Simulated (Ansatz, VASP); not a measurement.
# One calculation of MnO, two programs

```
Mn O
1.0
     2.93114   -1.69378    0.00000
     2.93114    1.69378    0.00000
    -1.95781    0.00000    2.77233
Mn O
1 1
Direct
  0.50020 0.50020 0.50067
  0.74980 0.74980 0.24934
```

Alike in both runs: task single point; functional r2SCAN; k mesh 9 × 9 × 9; occupations fermi-dirac, width 0.05 eV; collinear spin.

|  | VASP | Ansatz |
| --- | --- | --- |
| version | VASP 6.6.1 | Ansatz 0.2.0 |
| potentials or method | VASP PAW PBE potentials, release 64 (Mn_pv, O) | Ansatz PAW |
| plane-wave cutoff (eV) | 520 | 500 |
| valence electrons in the cell | 19 | 21 |

```tsv
	VASP	Ansatz	Ansatz less VASP
gap on the k mesh at the Fermi level (eV)	none	none	-
pressure (GPa)	-1.4	-1.8	-0.47
traceless stress, the component that is largest in VASP (GPa)	-0.15	-0.14	+0.006
net moment per atom (μB)	2.50	2.50	0.000
size of the moment on the site where the two differ most (μB)	4.49	4.06	-0.431
```

VASP's potentials were made for PBE, not for r2SCAN. Site moments also hang on the region over which each program counts them. A gap of «none» marks a metal or a gap that the smearing closes. VASP's potentials hold 19 valence electrons a cell and Ansatz's 21, so a difference there can come from the potentials and not from the codes.

Noted on Ansatz's run: the magnetic or orbital state may not be the lowest.
